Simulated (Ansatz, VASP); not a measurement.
**MgO in VASP and in Ansatz**

```
Mg O
1.0
     0.00000    2.09435    2.09435
     2.09435    0.00000    2.09435
     2.09435    2.09435    0.00000
Mg O
1 1
Direct
  0.00000 0.00000 0.00000
  0.50000 0.50000 0.50000
```

Alike in both runs: task single point; functional PBE; k mesh 8 × 8 × 8; no spin polarisation.

```csv
,VASP,Ansatz
version,VASP 6.6.1,Ansatz 0.2.0
potentials or method,"VASP PAW PBE potentials, release 64 (Mg, O), cutoff 600 eV","plane waves, PAW"
occupations,"gaussian, width 0.01 eV",fixed
valence electrons in the cell,8,16
```

```tsv
	VASP	Ansatz	Ansatz less VASP
pressure (GPa)	6.6	7.6	+1.02
```

VASP's potentials hold 8 valence electrons a cell and Ansatz's 16, so a difference there can come from the potentials and not from the codes.
